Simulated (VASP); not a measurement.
Crystal: ZnIr2O4.

```
Zn Ir O
1.0
     0.00000    4.37468    4.37468
     4.37468    0.00000    4.37468
     4.37468    4.37468    0.00000
Zn Ir O
2 4 8
Direct
  0.75000 0.75000 0.75000
  0.50000 0.50000 0.50000
  0.12500 0.12500 0.62500
  0.12500 0.62500 0.12500
  0.62500 0.12500 0.12500
  0.12500 0.12500 0.12500
  0.36356 0.36356 0.90931
  0.36356 0.90931 0.36356
  0.90931 0.36356 0.36356
  0.36356 0.36356 0.36356
  0.88644 0.88644 0.34069
  0.88644 0.34069 0.88644
  0.34069 0.88644 0.88644
  0.88644 0.88644 0.88644
```

| Property | Result |
| --- | --- |
| Program | VASP 6.6.1 |
| Task | relaxation of cell and atoms |
| Functional | PBEsol |
| Potentials or basis | VASP PAW PBE potentials, release 64 (Zn, Ir, O) |
| Cutoff | 600 eV |
| k mesh | 6 × 6 × 6 |
| Occupations | gaussian, width 0.03 eV |
| Spin | no spin polarisation |

At the start: pressure -8.4 GPa; volume 11.96 Å³/atom.

Task: How do energy, volume and symmetry change on relaxing?

Result: Over 6 steps the energy falls by 12.7 meV/atom and the volume is 11.47 Å³/atom (-4.1 %); space group Fd-3m (No. 227, to 0.1 Å) before and after.

Step by step:
| step | energy change (eV) | largest force (eV/Å) | pressure (GPa) | volume (Å³) |
| --- | --- | --- | --- | --- |
| 1 | 0.0000 | 0.3140 | -8.39 | 167.44 |
| 2 | 0.2760 | 1.0348 | 15.78 | 152.71 |
| 3 | -0.1699 | 0.1470 | -0.35 | 161.58 |
| 4 | -0.1699 | 0.1578 | -0.16 | 161.46 |
| 5 | -0.1762 | 0.0708 | -0.06 | 161.00 |
| 6 | -0.1777 | 0.0002 | 0.03 | 160.64 |

Final structure:
```
Zn Ir O
1.0
     0.00000    4.31457    4.31457
     4.31457    0.00000    4.31457
     4.31457    4.31457    0.00000
Zn Ir O
2 4 8
Direct
  0.75000 0.75000 0.75000
  0.50000 0.50000 0.50000
  0.12500 0.12500 0.62500
  0.12500 0.62500 0.12500
  0.62500 0.12500 0.12500
  0.12500 0.12500 0.12500
  0.36396 0.36396 0.90811
  0.36396 0.90811 0.36396
  0.90811 0.36396 0.36396
  0.36396 0.36396 0.36396
  0.88604 0.88604 0.34189
  0.88604 0.34189 0.88604
  0.34189 0.88604 0.88604
  0.88604 0.88604 0.88604
```

Caveat: the PAW data sets were made with another functional, which shifts forces and pressure a little.
